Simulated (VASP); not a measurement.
# Cs (Im-3m) in VASP: a series of runs

The runs below take Cs through single point, with BLYP.

Everything below comes from runs of VASP 6.6.1. Logs are shortened: lines on timing, memory, paths and dates and some standing lists are left out, and cuts for length are marked.

## Step 1: The cell of the first run

Symmetry: Im-3m, No. 229, cubic system. The conventional cell has a = 6.287 Å, b = 6.287 Å, c = 6.287 Å, α = 90.00°, β = 90.00°, γ = 90.00°.

## Step 2: Single point, BLYP

INCAR reads:

```
PREC = Accurate ; ENCUT = 520
EDIFF = 1E-6 ; ISMEAR = -1
SIGMA = 0.1 ; LREAL = False
LASPH = True ; NELM = 100
ALGO = Normal ; ISIF = 2
LWAVE = False ; LCHARG = True
GGA = B5 ; ALDAX = 1.0
AGGAX = 1.0 ; AGGAC = 1.0
ALDAC = 0.0 ; LELF = True
LVHAR = True ; NBANDS = 10
```

KPOINTS reads:

```
Automatic mesh
0
Gamma
  8 8 8
```

POSCAR reads:

```
Cs
1.0
   -3.1437376743      3.1437376743      3.1437376743
    3.1437376743     -3.1437376743      3.1437376743
    3.1437376743      3.1437376743     -3.1437376743
Cs
1
Direct
    0.0000000000      0.0000000000      0.0000000000
```

Potentials or basis: VASP PAW PBE potentials, release 64 (Cs_sv).

Started as:

```console
$ cat potpaw_PBE.64/Cs_sv/POTCAR > POTCAR
$ mpirun -np 1 vasp_std > vasp.out
```

OUTCAR:

```text
PREC = Accurate
   ENCUT = 520
   EDIFF = 1E-6
   ISMEAR = -1
   LREAL = False
   LASPH = True
   NELM = 100
   ISIF = 2
   GGA = B5

 ion  position               nearest neighbor table
   1  0.000  0.000  0.000-

  LATTYP: Found a body centered cubic cell.
 ALAT       =     6.2874753486

  Lattice vectors:

 A1 = (  -3.1437376743,   3.1437376743,   3.1437376743)
 A2 = (   3.1437376743,  -3.1437376743,   3.1437376743)
 A3 = (   3.1437376743,   3.1437376743,  -3.1437376743)

Analysis of symmetry for initial positions (statically):
=====================================================================
 Subroutine PRICEL returns:
 Original cell was already a primitive cell.

 Routine SETGRP: Setting up the symmetry group for a
 body centered cubic supercell.

 Subroutine GETGRP returns: Found 48 space group operations
 (whereof 48 operations were pure point group operations)
 out of a pool of 48 trial point group operations.

The static configuration has the point symmetry O_h .

Analysis of symmetry for dynamics (positions and initial velocities):
=====================================================================
 Subroutine PRICEL returns:
 Original cell was already a primitive cell.

 Routine SETGRP: Setting up the symmetry group for a
 body centered cubic supercell.

 Subroutine GETGRP returns: Found 48 space group operations
 (whereof 48 operations were pure point group operations)
 out of a pool of 48 trial point group operations.

The dynamic configuration has the point symmetry O_h .

 Subroutine INISYM returns: Found 48 space group operations
 (whereof 48 operations are pure point group operations),
 and found     1 'primitive' translations

----------------------------------------------------------------------------------------

                                     Primitive cell

  volume of cell :     124.2793

  direct lattice vectors                    reciprocal lattice vectors
    -3.143737674  3.143737674  3.143737674     0.000000000  0.159046349  0.159046349
     3.143737674 -3.143737674  3.143737674     0.159046349  0.000000000  0.159046349
     3.143737674  3.143737674 -3.143737674     0.159046349  0.159046349  0.000000000

  length of vectors
     5.445113378  5.445113378  5.445113378     0.224925504  0.224925504  0.224925504
[... 79 lines left out ...]
   EDIFF  = 0.1E-05   stopping-criterion for ELM
   LREAL  =      F    real-space projection
   EDIFFG = 0.1E-04   stopping-criterion for IOM
   NSW    =      0    number of steps for IOM
   IBRION =     -1    ionic relax: 0-MD 1-quasi-New 2-CG
   NFREE  =      0    steps in history (QN), initial steepest desc. (CG)
   ISIF   =      2    stress and relaxation
   ISYM   =      2    0-nonsym 1-usesym 2-fastsym
   POTIM  = 0.5000    time-step for ionic-motion
   TEBEG  =    0.0;   TEEND  =   0.0 temperature during run
   PSTRESS=    0.0 pullay stress
   NELECT =       9.0000    total number of electrons
   NUPDOWN=      -1.0000    fix difference up-down
   EMIN   =  10.00;   EMAX   =-10.00  energy-range for DOS
   EFERMI =   0.00;   METHOD = LEGACY
   ISMEAR =    -1;   SIGMA  =   0.10  broadening in eV -4-tet -1-fermi 0-gaus
   EFERMI_NEDOS =   21; number of points for ismear=-14 and -15
   IALGO  =     38    algorithm
   IMIX   =      4    mixing-type and parameters
     AMIX     =   0.40;   BMIX     =  1.00
     AMIX_MAG =   1.60;   BMIX_MAG =  1.00
  volume/ion in A,a.u.               =     124.28       838.68
  Fermi-wavevector in a.u.,A,eV,Ry     =   0.682374  1.289501  6.335346  0.465635
  Thomas-Fermi vector in A             =   1.761429
   LORBIT       =      0    0 simple, 1 ext, 2 COOP (PROOUT), +10 PAW based schemes
   GGA     = B5    functional components
   LHFCALC =     F    Hartree Fock is set to
   AEXX    =    0.0000 exact exchange contribution
   IVDW    =     0    specifies the selected vdW correction
   LEPSILON=     F    determine dielectric tensor
   LRPA    =     F    only Hartree local field effects (RPA)
 non-spin polarized calculation
  energy-cutoff  :      520.00
  volume of cell :      124.28
 maximum number of plane-waves:      3372
   NGX = 21   NGY = 21   NGZ = 21

 number of electron       8.9999998 magnetization

 Free energy of the ion-electron system (eV)
  ---------------------------------------------------
  ext. energy  EPLUGINS =         0.00000000
  ---------------------------------------------------
  free energy    TOTEN  =        -0.54118133 eV

  energy without entropy =       -0.49723197  energy(sigma->0) =       -0.51920665

 E-fermi :   0.6951     XC(G=0):  -4.8023

 val. band max:        0.6176210172   @ k =   0.2500   0.1250   0.1250
 cond. band min:       0.7190394829   @ k =   0.5000   0.0000   0.0000
 fundamental gap:      0.1014184657
 Fermi energy:         0.6950917060

 k-point     1 :       0.0000    0.0000    0.0000
  band No.  band energies     occupation
      1     -23.2969      2.00000
      2     -10.0927      2.00000
      3     -10.0927      2.00000
      4     -10.0927      2.00000
      5      -0.8897      2.00000
      6       2.9330      0.00000
      7       2.9330      0.00000
      8       2.9330      0.00000
      9       3.7560      0.00000
     10       3.7560      0.00000
[... 287 lines left out ...]
 k-point    24 :      -0.3750    0.3750    0.2500
  band No.  band energies     occupation
      1     -23.2910      2.00000
      2     -10.1719      2.00000
      3     -10.1437      2.00000
      4     -10.1327      2.00000
      5       0.8443      0.36717
      6       1.8139      0.00003
      7       2.7594      0.00000
      8       2.7692      0.00000
      9       3.4973      0.00000
     10       4.1510      0.00000

 [... further k-points ...]

------------------------ aborting loop because EDIFF is reached ----------------------------------------

  FORCE on cell =-STRESS in cart. coord.  units (eV):
  Direction    XX          YY          ZZ          XY          YZ          ZX
  --------------------------------------------------------------------------------------
  -------------------------------------------------------------------------------------
  Total        0.0007345      0.0007345      0.0007345      0.0000000      0.0000000     -0.0000000
  in kB        0.0094685      0.0094685      0.0094685      0.0000000      0.0000000     -0.0000000
  external PRESSURE =       0.0094685 kB  Pullay stress =       0.0000000 kB

 VOLUME and BASIS-vectors are now :
 -----------------------------------------------------------------------------
  energy-cutoff  :      520.00
  volume of cell :      124.28
      direct lattice vectors                 reciprocal lattice vectors
    -3.143737674  3.143737674  3.143737674     0.000000000  0.159046349  0.159046349
     3.143737674 -3.143737674  3.143737674     0.159046349  0.000000000  0.159046349
     3.143737674  3.143737674 -3.143737674     0.159046349  0.159046349  0.000000000

 POSITION                                       TOTAL-FORCE (eV/Angst)
 -----------------------------------------------------------------------------------
      0.00000      0.00000      0.00000         0.000000     -0.000000     -0.000000
 -----------------------------------------------------------------------------------
    total drift:                               -0.000000      0.000000     -0.000000

  FREE ENERGIE OF THE ION-ELECTRON SYSTEM (eV)
  ---------------------------------------------------
  free  energy   TOTEN  =        -0.5411813303 eV

  energy  without entropy=       -0.4972319720  energy(sigma->0) =       -0.51920665
```

stdout:

```text
POSCAR found type information on POSCAR Cs
 POSCAR found :  1 types and       1 ions
 scaLAPACK will be used
 -----------------------------------------------------------------------------
|                                                                             |
|                                                                             |
|     You enforced a specific xc type in the INCAR file but a different       |
|     I HOPE YOU KNOW WHAT YOU ARE DOING!                                     |
|                                                                             |
 -----------------------------------------------------------------------------

 LDA part: xc-table for (Slater(with rela. corr.)+VWN5), standard interpolation
 POSCAR, INCAR and KPOINTS ok, starting setup
 FFT: planning ... GRIDC
 FFT: planning ... GRID_SOFT
 FFT: planning ... GRID
 WAVECAR not read
 entering main loop
```

Run time: 39 s. Hardware: 1 thread of Intel Xeon Platinum 8259CL at 2.50GHz (Skylake/Cascade Lake), shared host; peak memory 0.24 GiB.

What came out:

- Free energy: -0.5412 eV
- Pressure: 0.0 GPa
- Band gap on the k mesh: zero (an odd number of electrons rules out a gap without spin polarisation)

Caveat: the PAW data sets were made with another functional, which shifts forces and pressure a little; spin-orbit coupling is left out, which moves the levels of the heavy elements.

## Step 3: Single point, BLYP (109.37 Å³/atom)

This run uses another cell than the first one, of 109.37 Å³/atom.

INCAR reads:

```
PREC = Accurate
ENCUT = 520
EDIFF = 1E-6
ISMEAR = -1
SIGMA = 0.1
LREAL = False
LASPH = True
NELM = 60
ALGO = Normal
ISIF = 2
LWAVE = False
LCHARG = False
GGA = B5
ALDAX = 1.0
AGGAX = 1.0
AGGAC = 1.0
ALDAC = 0.0
NBANDS = 10
```

KPOINTS reads:

```
Automatic mesh
0
Gamma
  12 12 12
```

POSCAR reads:

```
Cs
1.0
   -3.0125934236      3.0125934236      3.0125934236
    3.0125934236     -3.0125934236      3.0125934236
    3.0125934236      3.0125934236     -3.0125934236
Cs
1
Direct
    0.0000000000      0.0000000000      0.0000000000
```

Potentials or basis: VASP PAW PBE potentials, release 64 (Cs_sv).

Started as:

```console
$ cat potpaw_PBE.64/Cs_sv/POTCAR > POTCAR
$ mpirun -np 1 vasp_std > vasp.out
```

Run time: 60 s. Hardware: 1 thread of Intel Xeon Platinum 8259CL at 2.50GHz (Skylake/Cascade Lake), shared host; peak memory 0.27 GiB.

Results (log left out):

| Item | Value |
| --- | --- |
| Free energy | -0.5301 eV |
| Pressure | 0.3 GPa |
| Band gap on the k mesh | zero (an odd number of electrons rules out a gap without spin polarisation) |

Levels at points of the mesh, in eV from the Fermi level:
| k point | band 1 | band 2 | band 3 | band 4 | band 5 | band 6 | band 7 | band 8 |
| --- | --- | --- | --- | --- | --- | --- | --- | --- |
| (0.00, 0.00, 0.00) | -23.93 | -10.71 | -10.71 | -10.71 | -1.71 | 2.32 | 2.32 | 2.32 |
| (0.50, 0.00, 0.00) | -23.92 | -10.87 | -10.76 | -10.71 | -0.02 | 1.07 | 1.51 | 3.04 |
| (0.50, 0.50, 0.50) | -23.92 | -10.83 | -10.83 | -10.83 | 0.60 | 0.60 | 3.20 | 3.20 |

Caveat: the PAW data sets were made with another functional, which shifts forces and pressure a little; spin-orbit coupling is left out, which moves the levels of the heavy elements.

The gap in the log of VASP goes by the Fermi energy; the results here count the filled bands.